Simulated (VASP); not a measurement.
Runs of VASP 6.6.1 on Si. Symmetry: P6_3/mmc, No. 194, hexagonal system. Conventional cell: a = 3.832 Å, b = 3.832 Å, c = 6.341 Å, α = 90.00°, β = 90.00°, γ = 120.00°. Within 3.1 Å of Si (site symmetry 3m) lie 4 Si at 2.35 to 2.37 Å. 

| level | smearing | gap on the mesh (eV) | pressure (GPa) | largest force (eV/Å) |
| --- | --- | --- | --- | --- |
| PBEsol | fermi-dirac 0.05 eV | 0.30 | -0.4 | 0.01 |
| PBEsol | gaussian 0.01 eV | 0.30 | -0.4 | 0.01 |
| PBEsol | methfessel-paxton 0.5 eV | 0.30 | -0.5 | 0.02 |
| PBEsol+D4 | gaussian 0.01 eV | 0.30 | (a) | 0.02 |
| PBEsol | methfessel-paxton 0.001 eV | 0.30 | -0.4 | 0.01 |

Alike in all rows: task single point; potentials or basis VASP PAW PBE potentials, release 64 (Si); no spin polarisation; cell as given; k mesh 6 × 6 × 4; cutoff (eV) 500.

Q: Estimate the missing entries.

A: (a) -1.8.

Caveats: the PAW data sets were made with another functional, which shifts forces and pressure a little.

A k mesh can miss the band edges.
